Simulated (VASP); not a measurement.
# Ta4C3 (Pm-3m) in VASP: further runs

The runs below take Ta4C3 through single point, with PBEsol.

All numbers are computed with VASP 6.6.1; they aren't measurements. Logs are shortened: lines on timing, memory, paths and dates and some standing lists are left out, and cuts for length are marked.

## 1. The cell of the first run

It takes space group Pm-3m (No. 221, cubic). Conventional cell: a = 4.355 Å, b = 4.355 Å, c = 4.355 Å, α = 90.00°, β = 90.00°, γ = 90.00°. Within 2.9 Å of Ta (site symmetry m-3m) lie 6 C at 2.18 Å. Within 2.9 Å of Ta (site symmetry 4/mmm) lie 4 C at 2.18 Å. C (site symmetry 4/mmm) has 6 Ta at 2.18 Å within 2.9 Å.

## 2. Single point, PBEsol (volume scaled by 0.94)

INCAR reads:

```
PREC = Accurate
ENCUT = 520
EDIFF = 1E-6
ISMEAR = -1
SIGMA = 0.05
LREAL = False
LASPH = True
NELM = 80
ALGO = Normal
ISIF = 2
LWAVE = False
LCHARG = True
GGA = PS
LELF = True
LVHAR = True
NBANDS = 37
```

KPOINTS reads:

```
Automatic mesh
0
Gamma
  6 6 6
```

POSCAR reads:

```
Ta4C3
1.0
    4.3545355169      0.0000000000      0.0000000000
    0.0000000000      4.3545355169      0.0000000000
    0.0000000000      0.0000000000      4.3545355169
Ta C
4 3
Direct
    0.0000000000      0.0000000000      0.0000000000
    0.5000000000      0.5000000000      0.0000000000
    0.5000000000      0.0000000000      0.5000000000
    0.0000000000      0.5000000000      0.5000000000
    0.0000000000      0.0000000000      0.5000000000
    0.0000000000      0.5000000000      0.0000000000
    0.5000000000      0.0000000000      0.0000000000
```

Potentials or basis: VASP PAW PBE potentials, release 64 (Ta_pv, C).

The run is started by

```console
$ cat potpaw_PBE.64/Ta_pv/POTCAR potpaw_PBE.64/C/POTCAR > POTCAR
$ mpirun -np 1 vasp_std > vasp.out
```

OUTCAR:

```text
PREC = Accurate
   ENCUT = 520
   EDIFF = 1E-6
   ISMEAR = -1
   LREAL = False
   LASPH = True
   NELM = 80
   ISIF = 2
   GGA = PS

 ion  position               nearest neighbor table
   1  0.000  0.000  0.000-   5 2.18   6 2.18   7 2.18   5 2.18   6 2.18   7 2.18   3 3.08   4 3.08
                             2 3.08   2 3.08   4 3.08   3 3.08   4 3.08   2 3.08   3 3.08   4 3.08
   2  0.500  0.500  0.000-   6 2.18   7 2.18   7 2.18   6 2.18   3 3.08   3 3.08   4 3.08   1 3.08
                             3 3.08   4 3.08   3 3.08   1 3.08   4 3.08   1 3.08   4 3.08   1 3.08
   3  0.500  0.000  0.500-   5 2.18   7 2.18   7 2.18   5 2.18   2 3.08   1 3.08   2 3.08   4 3.08
                             2 3.08   4 3.08   2 3.08   1 3.08   4 3.08   1 3.08   1 3.08   4 3.08
   4  0.000  0.500  0.500-   5 2.18   6 2.18   6 2.18   5 2.18   2 3.08   1 3.08   2 3.08   3 3.08
                             1 3.08   3 3.08   1 3.08   1 3.08   2 3.08   3 3.08   2 3.08   3 3.08
   5  0.000  0.000  0.500-   1 2.18   3 2.18   4 2.18   1 2.18   4 2.18   3 2.18
   6  0.000  0.500  0.000-   1 2.18   2 2.18   4 2.18   4 2.18   1 2.18   2 2.18
   7  0.500  0.000  0.000-   1 2.18   2 2.18   3 2.18   3 2.18   2 2.18   1 2.18

  LATTYP: Found a simple cubic cell.
 ALAT       =     4.3545355169

  Lattice vectors:

 A1 = (   4.3545355169,   0.0000000000,   0.0000000000)
 A2 = (   0.0000000000,   4.3545355169,   0.0000000000)
 A3 = (   0.0000000000,   0.0000000000,   4.3545355169)

Analysis of symmetry for initial positions (statically):
=====================================================================
 Subroutine PRICEL returns:
 Original cell was already a primitive cell.

 Routine SETGRP: Setting up the symmetry group for a
 simple cubic supercell.

 Subroutine GETGRP returns: Found 48 space group operations
 (whereof 48 operations were pure point group operations)
 out of a pool of 48 trial point group operations.

The static configuration has the point symmetry O_h .

Analysis of symmetry for dynamics (positions and initial velocities):
=====================================================================
 Subroutine PRICEL returns:
 Original cell was already a primitive cell.

 Routine SETGRP: Setting up the symmetry group for a
 simple cubic supercell.

 Subroutine GETGRP returns: Found 48 space group operations
 (whereof 48 operations were pure point group operations)
 out of a pool of 48 trial point group operations.

The dynamic configuration has the point symmetry O_h .

 Subroutine INISYM returns: Found 48 space group operations
 (whereof 48 operations are pure point group operations),
 and found     1 'primitive' translations

----------------------------------------------------------------------------------------

                                     Primitive cell

  volume of cell :      82.5706

  direct lattice vectors                    reciprocal lattice vectors
     4.354535517  0.000000000  0.000000000     0.229645618  0.000000000  0.000000000
     0.000000000  4.354535517  0.000000000     0.000000000  0.229645618  0.000000000
     0.000000000  0.000000000  4.354535517     0.000000000  0.000000000  0.229645618

  length of vectors
     4.354535517  4.354535517  4.354535517     0.229645618  0.229645618  0.229645618

  position of ions in fractional coordinates (direct lattice)
     0.000000000  0.000000000  0.000000000
     0.500000000  0.500000000  0.000000000
     0.500000000  0.000000000  0.500000000
     0.000000000  0.500000000  0.500000000
     0.000000000  0.000000000  0.500000000
     0.000000000  0.500000000  0.000000000
     0.500000000  0.000000000  0.000000000

  ion indices of the primitive-cell ions
   primitive index   ion index
                 1           1
                 2           2
                 3           3
                 4           4
                 5           5
                 6           6
                 7           7

----------------------------------------------------------------------------------------

 KPOINTS: Automatic mesh

Automatic generation of k-mesh.
 Grid dimensions read from file:
 generate k-points for:    6    6    6

 Generating k-lattice:

  Cartesian coordinates                     Fractional coordinates (reciprocal lattice)
     0.038274270  0.000000000  0.000000000     0.166666667  0.000000000  0.000000000
     0.000000000  0.038274270  0.000000000     0.000000000  0.166666667  0.000000000
     0.000000000  0.000000000  0.038274270     0.000000000  0.000000000  0.166666667

  Length of vectors
     0.038274270  0.038274270  0.038274270

  Shift w.r.t. Gamma in fractional coordinates (k-lattice)
     0.000000000  0.000000000  0.000000000

 Subroutine IBZKPT returns following result:
 ===========================================

 Found     20 irreducible k-points:

 Following reciprocal coordinates:
            Coordinates               Weight
  0.000000  0.000000  0.000000      1.000000
  0.166667  0.000000  0.000000      6.000000
  0.333333  0.000000  0.000000      6.000000
  0.500000  0.000000  0.000000      3.000000
  0.166667  0.166667  0.000000     12.000000
  0.333333  0.166667  0.000000     24.000000
[... 12 lines left out ...]
  0.500000  0.500000  0.333333      6.000000
  0.500000  0.500000  0.500000      1.000000
   k-points           NKPTS =     20   k-points in BZ     NKDIM =     20   number of bands    NBANDS=     37
   number of dos      NEDOS =    301   number of ions     NIONS =      7
   total plane-waves  NPLWV =  32768
   dimension x,y,z NGX =    32 NGY =   32 NGZ =   32
   dimension x,y,z NGXF=    64 NGYF=   64 NGZF=   64
   ions per type =               4   3
   NGX,Y,Z   is equivalent  to a cutoff of  12.22, 12.22, 12.22 a.u.
   NGXF,Y,Z  is equivalent  to a cutoff of  24.43, 24.43, 24.43 a.u.
 SYSTEM =  unknown system
   PREC   = accura    normal or accurate (medium, high low for compatibility)
   ISTART =      0    job   : 0-new  1-cont  2-samecut
   ICHARG =      2    charge: 1-file 2-atom 10-const
   ISPIN  =      1    spin polarized calculation?
   LNONCOLLINEAR =      F non collinear calculations
   LSORBIT =      F    spin-orbit coupling
   LASPH  =      T    aspherical Exc in radial PAW
   ENCUT  =  520.0 eV  38.22 Ry    6.18 a.u.   8.10  8.10  8.10*2*pi/ulx,y,z
   NELM   =     80;   NELMIN=  2; NELMDL= -5     # of ELM steps
   EDIFF  = 0.1E-05   stopping-criterion for ELM
   LREAL  =      F    real-space projection
   EDIFFG = 0.1E-04   stopping-criterion for IOM
   NSW    =      0    number of steps for IOM
   IBRION =     -1    ionic relax: 0-MD 1-quasi-New 2-CG
   NFREE  =      0    steps in history (QN), initial steepest desc. (CG)
   ISIF   =      2    stress and relaxation
   ISYM   =      2    0-nonsym 1-usesym 2-fastsym
   POTIM  = 0.5000    time-step for ionic-motion
   TEBEG  =    0.0;   TEEND  =   0.0 temperature during run
   PSTRESS=    0.0 pullay stress
   NELECT =      56.0000    total number of electrons
   NUPDOWN=      -1.0000    fix difference up-down
   EMIN   =  10.00;   EMAX   =-10.00  energy-range for DOS
   EFERMI =   0.00;   METHOD = LEGACY
   ISMEAR =    -1;   SIGMA  =   0.05  broadening in eV -4-tet -1-fermi 0-gaus
   EFERMI_NEDOS =   21; number of points for ismear=-14 and -15
   IALGO  =     38    algorithm
   IMIX   =      4    mixing-type and parameters
     AMIX     =   0.40;   BMIX     =  1.00
     AMIX_MAG =   1.60;   BMIX_MAG =  1.00
  volume/ion in A,a.u.               =      11.80        79.60
  Fermi-wavevector in a.u.,A,eV,Ry     =   1.438343  2.718073 28.148132  2.068829
  Thomas-Fermi vector in A             =   2.557320
   LORBIT       =      0    0 simple, 1 ext, 2 COOP (PROOUT), +10 PAW based schemes
   GGA     = PS    functional components
   LHFCALC =     F    Hartree Fock is set to
   AEXX    =    0.0000 exact exchange contribution
   IVDW    =     0    specifies the selected vdW correction
   LEPSILON=     F    determine dielectric tensor
   LRPA    =     F    only Hartree local field effects (RPA)
 non-spin polarized calculation
  energy-cutoff  :      520.00
  volume of cell :       82.57
 maximum number of plane-waves:      2272
   NGX = 17   NGY = 17   NGZ = 17

 number of electron      56.0000027 magnetization

 Free energy of the ion-electron system (eV)
  ---------------------------------------------------
  ext. energy  EPLUGINS =         0.00000000
  ---------------------------------------------------
  free energy    TOTEN  =       -82.68368784 eV

  energy without entropy =      -82.65332393  energy(sigma->0) =      -82.66850589

 E-fermi :   7.5235     XC(G=0): -13.2817

 val. band max:        7.4761996979   @ k =   0.5000   0.3333   0.0000
 cond. band min:       7.5481294508   @ k =   0.3333   0.1667   0.1667
 fundamental gap:      0.0719297529
 Fermi energy:         7.5235097748

 k-point     1 :       0.0000    0.0000    0.0000
  band No.  band energies     occupation
      1     -27.7196      2.00000
      2     -27.7196      2.00000
      3     -27.7196      2.00000
      4     -27.0008      2.00000
      5     -27.0008      2.00000
      6     -27.0008      2.00000
[... 29 lines left out ...]
     36      11.5086      0.00000
     37      12.4791      0.00000

 k-point     2 :       0.1667    0.0000    0.0000
  band No.  band energies     occupation
      1     -27.7025      2.00000
      2     -27.7025      2.00000
      3     -27.6937      2.00000
      4     -27.0058      2.00000
      5     -27.0028      2.00000
      6     -27.0028      2.00000
[... 29 lines left out ...]
     36      12.2151      0.00000
     37      12.2354      0.00000
[... 678 lines left out ...]
     36      11.1391      0.00000
     37      11.7790      0.00000

 k-point    20 :       0.5000    0.5000    0.5000
  band No.  band energies     occupation
      1     -27.8393      2.00000
      2     -27.8393      2.00000
      3     -27.8393      2.00000
      4     -27.0364      2.00000
      5     -26.9815      2.00000
      6     -26.9815      2.00000
[... 29 lines left out ...]
     36      11.4820      0.00000
     37      12.2002      0.00000

------------------------ aborting loop because EDIFF is reached ----------------------------------------

  FORCE on cell =-STRESS in cart. coord.  units (eV):
  Direction    XX          YY          ZZ          XY          YZ          ZX
  --------------------------------------------------------------------------------------
  -------------------------------------------------------------------------------------
  Total        6.0544648      6.0544648      6.0544648      0.0000000      0.0000000     -0.0000000
  in kB      117.4791599    117.4791599    117.4791599      0.0000000      0.0000000     -0.0000000
  external PRESSURE =     117.4791599 kB  Pullay stress =       0.0000000 kB

 VOLUME and BASIS-vectors are now :
 -----------------------------------------------------------------------------
  energy-cutoff  :      520.00
  volume of cell :       82.57
      direct lattice vectors                 reciprocal lattice vectors
     4.354535517  0.000000000  0.000000000     0.229645618  0.000000000  0.000000000
     0.000000000  4.354535517  0.000000000     0.000000000  0.229645618  0.000000000
     0.000000000  0.000000000  4.354535517     0.000000000  0.000000000  0.229645618

 POSITION                                       TOTAL-FORCE (eV/Angst)
 -----------------------------------------------------------------------------------
      0.00000      0.00000      0.00000         0.000000      0.000000      0.000000
      2.17727      2.17727      0.00000         0.000000      0.000000      0.000000
      2.17727      0.00000      2.17727         0.000000      0.000000      0.000000
      0.00000      2.17727      2.17727         0.000000      0.000000      0.000000
      0.00000      0.00000      2.17727         0.000000      0.000000      0.000000
      0.00000      2.17727      0.00000         0.000000      0.000000      0.000000
      2.17727      0.00000      0.00000         0.000000      0.000000      0.000000
 -----------------------------------------------------------------------------------
    total drift:                                0.000000     -0.000000     -0.000000

  FREE ENERGIE OF THE ION-ELECTRON SYSTEM (eV)
  ---------------------------------------------------
  free  energy   TOTEN  =       -82.6836878386 eV

  energy  without entropy=      -82.6533239338  energy(sigma->0) =      -82.66850589
```

Wall time 24 s (1 thread of Intel Xeon Platinum 8559C (Emerald Rapids), shared host); peak memory 0.2 GiB.

Results:

```yaml
Free_energy: -82.6837 eV
Pressure: 11.7 GPa
Band_gap_on_the_k_mesh: zero (band 28 reaches 7.88 eV, above the bottom of band 29 at 6.65 eV)
```

Levels at points of the mesh, in eV from the Fermi level:
| k point | band 25 | band 26 | band 27 | band 28 | band 29 | band 30 | band 31 | band 32 |
| --- | --- | --- | --- | --- | --- | --- | --- | --- |
| (0.00, 0.00, 0.00) | -1.27 | -0.61 | -0.61 | -0.61 | -0.58 | -0.58 | -0.58 | 1.47 |
| (0.50, 0.00, 0.00) | -2.34 | -1.99 | -1.99 | 0.27 | 0.27 | 0.87 | 2.09 | 2.48 |
| (0.50, 0.50, 0.00) | -1.80 | -1.80 | -0.38 | -0.38 | 1.78 | 1.85 | 1.85 | 2.17 |
| (0.50, 0.50, 0.50) | -1.15 | -1.15 | -1.15 | 0.04 | 3.53 | 3.53 | 3.53 | 3.59 |

Caveat: the PAW data sets were made with another functional, which shifts forces and pressure a little; spin-orbit coupling is left out, which moves the levels of the heavy elements.

## 3. Single point, PBEsol (volume scaled by 0.96)

INCAR reads:

```
SYSTEM = Ta4C3
ALGO = Normal
EDIFF = 1E-6
ENCUT = 520
GGA = PS
ISIF = 2
ISMEAR = -1
LASPH = .TRUE.
LCHARG = .FALSE.
LREAL = .FALSE.
LWAVE = .FALSE.
NBANDS = 37
NELM = 100
PREC = Accurate
SIGMA = 0.05
```

KPOINTS reads:

```
k-points
0
G
  6 6 6
  0 0 0
```

POSCAR: that of step 2 with these lines changed.

```diff
@@ -2,5 +2,5 @@
 1.0
-    4.3545355169      0.0000000000      0.0000000000
-    0.0000000000      4.3545355169      0.0000000000
-    0.0000000000      0.0000000000      4.3545355169
+    4.3852022704      0.0000000000      0.0000000000
+    0.0000000000      4.3852022704      0.0000000000
+    0.0000000000      0.0000000000      4.3852022704
 Ta C
```

Potentials or basis: VASP PAW PBE potentials, release 64 (Ta_pv, C).

The run is started by

```console
$ cat potpaw_PBE.64/Ta_pv/POTCAR potpaw_PBE.64/C/POTCAR > POTCAR
$ mpirun -np 1 vasp_std > vasp.out
```

Wall time 32 s (1 thread of Intel Xeon Platinum 8559C (Emerald Rapids), shared host); peak memory 0.22 GiB.

Results (log left out):

```yaml
Free_energy: -82.7727 eV
Pressure: 4.5 GPa
Band_gap_on_the_k_mesh: zero (band 28 reaches 7.68 eV, above the bottom of band 29 at 6.46 eV)
```

Levels at points of the mesh, in eV from the Fermi level:
| k point | band 25 | band 26 | band 27 | band 28 | band 29 | band 30 | band 31 | band 32 |
| --- | --- | --- | --- | --- | --- | --- | --- | --- |
| (0.00, 0.00, 0.00) | -1.29 | -0.59 | -0.59 | -0.59 | -0.58 | -0.58 | -0.58 | 1.43 |
| (0.50, 0.00, 0.00) | -2.27 | -1.96 | -1.96 | 0.26 | 0.26 | 0.84 | 2.02 | 2.42 |
| (0.50, 0.50, 0.00) | -1.78 | -1.76 | -0.37 | -0.37 | 1.74 | 1.80 | 1.80 | 2.12 |
| (0.50, 0.50, 0.50) | -1.12 | -1.12 | -1.12 | -0.01 | 3.42 | 3.42 | 3.42 | 3.49 |

Caveat: the PAW data sets were made with another functional, which shifts forces and pressure a little; spin-orbit coupling is left out, which moves the levels of the heavy elements.

(Continued in part 2 of 2.)
